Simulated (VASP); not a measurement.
A run of VASP 6.6.1 is set up as follows.

File INCAR:

```
  PREC = Accurate
  ENCUT = 520
  EDIFF = 1E-6
  ISMEAR = 0
  SIGMA = 0.15
  LREAL = Auto
  LASPH = T
  NELM = 80
  ALGO = Normal
  ISIF = 2
  LWAVE = F
  LCHARG = F
  GGA = PS
  NBANDS = 30
```

Contents of KPOINTS:

```
regular mesh
0
Gamma
  5 5 3
```

Contents of POSCAR:

```
Be16H
1.0
   -2.2900000000     -3.9663960000      0.0000000000
    3.4350000000     -1.9831980000      0.0000000000
    0.0000000000      0.0000000000      7.1768600000
Be H
16 1
Direct
    0.7363676767      0.4985141134      0.0025884579
    0.5005508071      0.3347771029      0.2512091639
    0.7494458849      0.4985502406      0.4998379514
    0.5004122642      0.3354419462      0.7482720856
    0.5020517706     -0.0009913960     -0.0007761054
    0.2510652707      0.8346053770      0.2528111180
    0.4993937274      0.0044068808      0.4976655529
    0.2534668960      0.8370812786      0.7453471295
    0.2654730681      0.4849246946      0.0033153775
   -0.0006753539      0.3296411760      0.2548119930
    0.2501513930      0.4982712343      0.5000732911
   -0.0009252943      0.3245001677      0.7449359469
   -0.0055934305      0.0160981205      0.0028212895
    0.7473759671      0.8354389999      0.2530123202
   -0.0000508010     -0.0046155267      0.4987426256
    0.7443997555      0.8382056594      0.7446756660
    0.0078405133      0.6620863975      0.9581736303
```

Potentials or basis: VASP PAW PBE potentials, release 64 (Be, H).

Launch:

```sh
$ cat potpaw_PBE.64/Be/POTCAR potpaw_PBE.64/H/POTCAR > POTCAR
$ mpirun -np 1 vasp_std > vasp.out
```

(1) Estimate the pressure.

(2) Predict the largest force.

## Answers

(1) 0.3 GPa.

(2) 0.742 eV/Å.

Caveat: the PAW data sets were made with another functional, which shifts forces and pressure a little.
